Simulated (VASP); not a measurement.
# TaNbSb3 (Pm-3m) in VASP: further runs, part 2 of 2

VASP 6.6.1. Earlier steps stand in the parts before.

## (4) Relaxation of cell and atoms, PBE

File INCAR:

```
ALGO     = Normal         # electronic algorithm
EDIFF    = 1E-6           # SCF threshold, eV
EDIFFG   = -0.04          # ionic threshold
ENCUT    = 600            # plane-wave cutoff, eV
GGA      = PE             # functional
IBRION   = 2              # ionic algorithm
ISIF     = 3              # what is computed and relaxed
ISMEAR   = 0              # smearing method
LASPH    = T              # aspherical terms in the spheres
LCHARG   = F              # write CHGCAR
LREAL    = F              # projectors in reciprocal space
LWAVE    = F              # write WAVECAR
NELM     = 60             # most SCF steps
NSW      = 90             # ionic steps
PREC     = Accurate       # precision mode
SIGMA    = 0.1            # smearing width, eV
```

File KPOINTS:

```
k-points
0
Gamma
  4 4 4
```

File POSCAR:

```
TaNbSb3
1.0
    4.7927316570      0.0000000000      0.0000000000
    0.0000000000      4.7927316570      0.0000000000
    0.0000000000      0.0000000000      4.7927316570
Ta Nb Sb
1 1 3
Direct
    0.5000000000      0.5000000000      0.5000000000
    0.0000000000      0.0000000000      0.0000000000
    0.0000000000      0.5000000000      0.5000000000
    0.5000000000      0.0000000000      0.5000000000
    0.5000000000      0.5000000000      0.0000000000
```

Launch:

```console
cat potpaw_PBE.64/Ta_pv/POTCAR potpaw_PBE.64/Nb_sv/POTCAR potpaw_PBE.64/Sb/POTCAR > POTCAR
mpirun -np 1 vasp_std > vasp.out
```

Run time: 3.1 min. Hardware: 1 thread of AMD EPYC 9R45 (Zen 5), shared host; peak memory 0.24 GiB.

The run converged. Its results:

```
Free energy                            : -28.3314 eV
Relaxed volume                         : 29.47 Å³/atom
Relaxed cell                           : a = 5.282 Å, b = 5.282 Å, c = 5.282 Å, α = 90.00°, β = 90.00°, γ = 90.00°
Space group after relaxing (to 0.05 Å) : Pm-3m (No. 221)
Energy gained by relaxing              : 678.3 meV/atom
Ionic steps                            : 5
Pressure after relaxing                : 0.0 GPa
```

The path:
```
step  energy change (eV)  largest force (eV/Å)  pressure (GPa)  volume (Å³)
   1              0.0000                0.0000           37.50       110.09
   2             -0.0413                0.0000          -11.62       214.29
   3             -3.3767                0.0000           -1.43       150.57
   4             -3.3899                0.0000           -0.46       148.36
   5             -3.3914                0.0000            0.01       147.35
```

Final structure:
```xyz
5
Lattice="5.2818 0.0000 0.0000 0.0000 5.2818 0.0000 0.0000 0.0000 5.2818" Properties=species:S:1:pos:R:3 pbc="T T T"
Ta    2.6409    2.6409    2.6409
Nb    0.0000    0.0000    0.0000
Sb    0.0000    2.6409    2.6409
Sb    2.6409    0.0000    2.6409
Sb    2.6409    2.6409    0.0000
```

Levels at points of the mesh, in eV from the Fermi level:
```csv
k point,band 15,band 16,band 17,band 18,band 19,band 20,band 21,band 22,band 23
"(0.00, 0.00, 0.00)",-0.94,-0.94,-0.41,-0.37,-0.37,-0.11,-0.11,0.32,0.32
"(0.50, 0.00, 0.00)",-2.72,-2.42,-1.98,-0.61,-0.11,-0.02,-0.02,0.12,1.59
"(0.50, 0.50, 0.00)",-2.90,-1.76,-1.43,-1.43,-0.08,-0.07,0.13,0.44,0.44
"(0.50, 0.50, 0.50)",-3.33,-3.33,-0.61,0.18,0.18,0.24,0.24,0.24,1.54
```

Caveat: the volume moved by over 15 % at a fixed basis, so the end points are rough; spin-orbit coupling is left out, which moves the levels of the heavy elements.

## (5) Single point, PBE

This run uses another cell than the first one, of 29.60 Å³/atom, 1.344 times its volume.

File INCAR:

```
SYSTEM = TaNbSb3
  PREC = Accurate
  ENCUT = 520
  EDIFF = 1E-7
  ISMEAR = 0
  SIGMA = 0.1
  LREAL = .False.
  LASPH = .True.
  NELM = 60
  ALGO = Normal
  ISIF = 2
  LWAVE = .False.
  LCHARG = .True.
  GGA = PE
  LELF = .True.
  LVHAR = .True.
  NBANDS = 28
```

File KPOINTS:

```
regular mesh
0
Gamma
  8 8 8
  0 0 0
```

POSCAR: that of step 4 with these lines changed.

```diff
@@ -2,5 +2,5 @@
 1.0
-    4.7927316570      0.0000000000      0.0000000000
-    0.0000000000      4.7927316570      0.0000000000
-    0.0000000000      0.0000000000      4.7927316570
+    5.2893133787      0.0000000000      0.0000000000
+    0.0000000000      5.2893133787      0.0000000000
+    0.0000000000      0.0000000000      5.2893133787
 Ta Nb Sb
```

Potentials or basis: VASP PAW PBE potentials, release 64 (Ta_pv, Nb_sv, Sb).

Launch:

```console
cat potpaw_PBE.64/Ta_pv/POTCAR potpaw_PBE.64/Nb_sv/POTCAR potpaw_PBE.64/Sb/POTCAR > POTCAR
mpirun -np 1 vasp_std > vasp.out
```

OUTCAR:

```text
SYSTEM = TaNbSb3
   PREC = Accurate
   ENCUT = 520
   EDIFF = 1E-7
   ISMEAR = 0
   LREAL = .False.
   LASPH = .True.
   NELM = 60
   ISIF = 2
   GGA = PE

 ion  position               nearest neighbor table
   1  0.500  0.500  0.500-   3 2.64   4 2.64   5 2.64   5 2.64   4 2.64   3 2.64
   2  0.000  0.000  0.000-
   3  0.000  0.500  0.500-   1 2.64   1 2.64   5 3.74   5 3.74   4 3.74   4 3.74   4 3.74   5 3.74
                             5 3.74   4 3.74
   4  0.500  0.000  0.500-   1 2.64   1 2.64   5 3.74   5 3.74   3 3.74   3 3.74   5 3.74   5 3.74
                             3 3.74   3 3.74
   5  0.500  0.500  0.000-   1 2.64   1 2.64   4 3.74   3 3.74   3 3.74   4 3.74   4 3.74   4 3.74
[... 951 lines left out ...]
  Total       -0.1031310     -0.1031310     -0.1031310      0.0000000     -0.0000000      0.0000000
  in kB       -1.1166111     -1.1166111     -1.1166111      0.0000000     -0.0000000      0.0000000
  external PRESSURE =      -1.1166111 kB  Pullay stress =       0.0000000 kB

 VOLUME and BASIS-vectors are now :
 -----------------------------------------------------------------------------
  energy-cutoff  :      520.00
  volume of cell :      147.98
      direct lattice vectors                 reciprocal lattice vectors
     5.289313379  0.000000000  0.000000000     0.189060456  0.000000000  0.000000000
     0.000000000  5.289313379  0.000000000     0.000000000  0.189060456  0.000000000
     0.000000000  0.000000000  5.289313379     0.000000000  0.000000000  0.189060456

 POSITION                                       TOTAL-FORCE (eV/Angst)
 -----------------------------------------------------------------------------------
      2.64466      2.64466      2.64466         0.000000      0.000000      0.000000
      0.00000      0.00000      0.00000         0.000000      0.000000      0.000000
      0.00000      2.64466      2.64466         0.000000      0.000000      0.000000
      2.64466      0.00000      2.64466         0.000000      0.000000      0.000000
      2.64466      2.64466      0.00000         0.000000      0.000000      0.000000
 -----------------------------------------------------------------------------------
    total drift:                               -0.000000      0.000000     -0.000000

  FREE ENERGIE OF THE ION-ELECTRON SYSTEM (eV)
  ---------------------------------------------------
  free  energy   TOTEN  =       -28.3290680442 eV

  energy  without entropy=      -28.2606869899  energy(sigma->0) =      -28.29487752
```

OSZICAR:

```text
N       E                     dE             d eps       ncg     rms          rms(c)
DAV:   1     0.290427766526E+03    0.29043E+03   -0.17288E+04  2168   0.120E+03
DAV:   2    -0.123310017896E+02   -0.30276E+03   -0.29566E+03  2532   0.334E+02
DAV:   3    -0.308865226151E+02   -0.18556E+02   -0.18051E+02  3044   0.764E+01
DAV:   4    -0.319790426364E+02   -0.10925E+01   -0.10687E+01  3156   0.160E+01
DAV:   5    -0.320105462378E+02   -0.31504E-01   -0.31221E-01  2792   0.224E+00    0.171E+01
DAV:   6    -0.413368166358E+02   -0.93263E+01   -0.10891E+02  2836   0.199E+01    0.230E+01
DAV:   7    -0.285019721937E+02    0.12835E+02   -0.45848E+01  3076   0.334E+01    0.849E+00
DAV:   8    -0.283534935985E+02    0.14848E+00   -0.36649E+00  2468   0.621E+00    0.184E+00
DAV:   9    -0.283310786572E+02    0.22415E-01   -0.21179E-01  2700   0.187E+00    0.999E-01
DAV:  10    -0.283290975760E+02    0.19811E-02   -0.27617E-02  2704   0.714E-01    0.589E-01
DAV:  11    -0.283291826470E+02   -0.85071E-04   -0.30150E-03  2668   0.287E-01    0.273E-01
DAV:  12    -0.283290706840E+02    0.11196E-03   -0.17949E-03  3232   0.137E-01    0.370E-02
DAV:  13    -0.283290672822E+02    0.34018E-05   -0.84756E-05  2484   0.427E-02    0.234E-02
DAV:  14    -0.283290672799E+02    0.23078E-08   -0.12249E-05  2628   0.198E-02    0.850E-03
DAV:  15    -0.283290677884E+02   -0.50856E-06   -0.12927E-06  2588   0.585E-03    0.169E-03
DAV:  16    -0.283290679628E+02   -0.17440E-06   -0.30081E-07  1704   0.306E-03    0.112E-03
DAV:  17    -0.283290680442E+02   -0.81350E-07   -0.40516E-08  1268   0.159E-03
   1 F= -.28329068E+02 E0= -.28294878E+02  d E =-.683811E-01
```

Wall time 95 s (1 thread of AMD EPYC 9R45 (Zen 5), shared host); peak memory 0.31 GiB.

Results:

| Property | Result |
| --- | --- |
| Free energy | -28.3291 eV |
| Pressure | -0.1 GPa |

Levels at points of the mesh, in eV from the Fermi level:
| k point | band 16 | band 17 | band 18 | band 19 | band 20 | band 21 | band 22 | band 23 |
| --- | --- | --- | --- | --- | --- | --- | --- | --- |
| (0.00, 0.00, 0.00) | -0.91 | -0.41 | -0.36 | -0.36 | -0.09 | -0.09 | -0.09 | 0.33 |
| (0.50, 0.00, 0.00) | -2.40 | -1.96 | -0.56 | -0.10 | -0.01 | -0.01 | 0.13 | 1.59 |
| (0.50, 0.50, 0.00) | -1.73 | -1.41 | -1.41 | -0.08 | -0.06 | 0.14 | 0.45 | 0.45 |
| (0.50, 0.50, 0.50) | -3.28 | -0.60 | 0.19 | 0.19 | 0.24 | 0.24 | 0.24 | 1.57 |

Caveat: spin-orbit coupling is left out, which moves the levels of the heavy elements.

## (6) Relaxation of cell and atoms, PBE

This run uses another cell than the first one, of 29.38 Å³/atom, 1.334 times its volume.

File INCAR:

```
SYSTEM = TaNbSb3
PREC = Accurate ; ENCUT = 600
EDIFF = 1E-7 ; ISMEAR = 0
SIGMA = 0.1 ; LREAL = .False.
LASPH = .True. ; NELM = 80
ALGO = Normal ; ISIF = 3
LWAVE = .False. ; LCHARG = .False.
GGA = PE ; IBRION = 2
NSW = 100 ; EDIFFG = -0.01
```

KPOINTS is that of step 5.

POSCAR: that of step 5 with these lines changed.

```diff
@@ -2,5 +2,5 @@
 1.0
-    5.2893133787      0.0000000000      0.0000000000
-    0.0000000000      5.2893133787      0.0000000000
-    0.0000000000      0.0000000000      5.2893133787
+    5.2762149651      0.0000000000      0.0000000000
+    0.0000000000      5.2762149651      0.0000000000
+    0.0000000000      0.0000000000      5.2762149651
 Ta Nb Sb
```

Potentials or basis: VASP PAW PBE potentials, release 64 (Ta_pv, Nb_sv, Sb).

Launch:

```console
cat potpaw_PBE.64/Ta_pv/POTCAR potpaw_PBE.64/Nb_sv/POTCAR potpaw_PBE.64/Sb/POTCAR > POTCAR
mpirun -np 1 vasp_std > vasp.out
```

It took 4.3 min on 1 thread of AMD EPYC 9R45 (Zen 5), shared host; peak memory 0.35 GiB.

Results (log left out):

```yaml
Free_energy: -28.3292 eV
Relaxed_volume: 29.55 Å³/atom
Relaxed_cell: a = 5.287 Å, b = 5.287 Å, c = 5.287 Å, α = 90.00°, β = 90.00°, γ = 90.00°
Space_group_after_relaxing_to_0.05_Å: Pm-3m (No. 221)
Energy_gained_by_relaxing: 0.2 meV/atom
Ionic_steps: 3
Pressure_after_relaxing: 0.0 GPa
```

The path:
```csv
step,energy change (eV),largest force (eV/Å),pressure (GPa),volume (Å³)
1,0.0000,0.0000,0.42,146.88
2,-0.0003,0.0000,-0.35,148.51
3,-0.0011,0.0000,0.01,147.75
```

Final structure:
```cif
data_structure
_symmetry_space_group_name_H-M 'P 1'
_symmetry_Int_Tables_number 1
_cell_length_a 5.2866
_cell_length_b 5.2866
_cell_length_c 5.2866
_cell_angle_alpha 90.000
_cell_angle_beta 90.000
_cell_angle_gamma 90.000
_cell_volume 147.75
loop_
_atom_site_label
_atom_site_type_symbol
_atom_site_fract_x
_atom_site_fract_y
_atom_site_fract_z
_atom_site_occupancy
Ta1 Ta 0.50000 0.50000 0.50000 1
Nb1 Nb 0.00000 0.00000 0.00000 1
Sb1 Sb 0.00000 0.50000 0.50000 1
Sb2 Sb 0.50000 0.00000 0.50000 1
Sb3 Sb 0.50000 0.50000 0.00000 1
```

Levels at points of the mesh, in eV from the Fermi level:
```
           k point  band 16  band 17  band 18  band 19  band 20  band 21  band 22  band 23
(0.00, 0.00, 0.00)    -0.91    -0.40    -0.36    -0.36    -0.09    -0.09    -0.09     0.33
(0.50, 0.00, 0.00)    -2.41    -1.97    -0.57    -0.10    -0.01    -0.01     0.13     1.59
(0.50, 0.50, 0.00)    -1.73    -1.41    -1.41    -0.08    -0.06     0.14     0.45     0.45
(0.50, 0.50, 0.50)    -3.28    -0.60     0.19     0.19     0.24     0.24     0.24     1.57
```

Caveat: spin-orbit coupling is left out, which moves the levels of the heavy elements.

## (7) Summary

| task | cell | k mesh | cutoff (eV) | gap on the mesh (eV) | pressure (GPa) | relaxed volume (Å³/atom) |
| --- | --- | --- | --- | --- | --- | --- |
| single point | a = 4.793 Å, 5 atoms | 4 × 4 × 4 | 520 | none | 37.5 | - |
| single point | a = 5.276 Å, 5 atoms | 4 × 4 × 4 | 520 | none | 0.2 | - |
| relaxation of cell and atoms | relaxed from a = 4.793 Å, 5 atoms | 4 × 4 × 4 | 600 | none | 0.0 | 29.47 |
| single point | a = 5.289 Å, 5 atoms | 8 × 8 × 8 | 520 | none | -0.1 | - |
| relaxation of cell and atoms | relaxed from a = 5.276 Å, 5 atoms | 8 × 8 × 8 | 600 | none | 0.0 | 29.55 |

Alike in all rows: level PBE; potentials or basis VASP PAW PBE potentials, release 64 (Ta_pv, Nb_sv, Sb); no spin polarisation; smearing gaussian 0.1 eV.

Caveats: spin-orbit coupling is left out, which moves the levels of the heavy elements; the volume moved by over 15 % at a fixed basis, so the end points are rough (some runs).

Total energies depend on the potentials used, so only differences within one code and one set of settings carry meaning.
